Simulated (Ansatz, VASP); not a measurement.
# One calculation of LaB, two programs

INCAR

```
SYSTEM = LaB
PREC     = Accurate       ! precision mode
ENCUT    = 520            ! plane-wave cutoff, eV
EDIFF    = 1E-6           ! SCF threshold, eV
ISMEAR   = 0              ! smearing method
SIGMA    = 0.05           ! smearing width, eV
LREAL    = .False.        ! projectors in reciprocal space
LASPH    = .True.         ! aspherical terms in the spheres
NELM     = 60             ! most SCF steps
ALGO     = Normal         ! electronic algorithm
ISIF     = 2              ! what is computed and relaxed
LWAVE    = .False.        ! write WAVECAR
LCHARG   = .False.        ! write CHGCAR
GGA      = PE             ! functional
NBANDS   = 14             ! bands
```

KPOINTS

```
Automatic mesh
0
Gamma
  10 10 10
  0 0 0
```

Contents of POSCAR:

```
LaB
1.0
    0.0000000000      2.7756181678      2.7756181678
    2.7756181678      0.0000000000      2.7756181678
    2.7756181678      2.7756181678      0.0000000000
La B
1 1
Direct
    0.5000000000      0.5000000000      0.5000000000
    0.0000000000      0.0000000000      0.0000000000
```

Input for Ansatz:

```yaml
crystal:
  lattice:
    - [0.0, 2.7756181678, 2.7756181678]
    - [2.7756181678, 0.0, 2.7756181678]
    - [2.7756181678, 2.7756181678, 0.0]
  atoms:
    - { symbol: La, position: [0.5, 0.5, 0.5] }
    - { symbol: B, position: [0.0, 0.0, 0.0] }
basis:
  ecutwfc: 420
  ecutrho_ratio: 4
kpoints:
  mp_grid: { grid: [10, 10, 10] }
hamiltonian:
  xc: pbe
scf:
  occupations: { method: gaussian, width: 0.05 }
output:
  forces: true
  stress: true
  eigenvalues: true
```

Alike in both runs: task single point; functional PBE; k mesh 10 × 10 × 10; occupations gaussian, width 0.05 eV; no spin polarisation.

```csv
,VASP,Ansatz
version,VASP 6.6.1,Ansatz 0.2.0
potentials or method,"VASP PAW PBE potentials, release 64 (La, B), cutoff 520 eV","scalar-relativistic, plane waves, PAW"
valence electrons in the cell,14,14
```

```csv
,VASP,Ansatz,Ansatz less VASP
gap on the k mesh at the Fermi level (eV),none,none,-
pressure (GPa),4.1,4.1,0.00
```

A gap of «none» marks a metal or a gap that the smearing closes. With one functional, cell and mesh, what is left measures potentials, basis and numerics.

Neither program's run includes spin-orbit coupling.
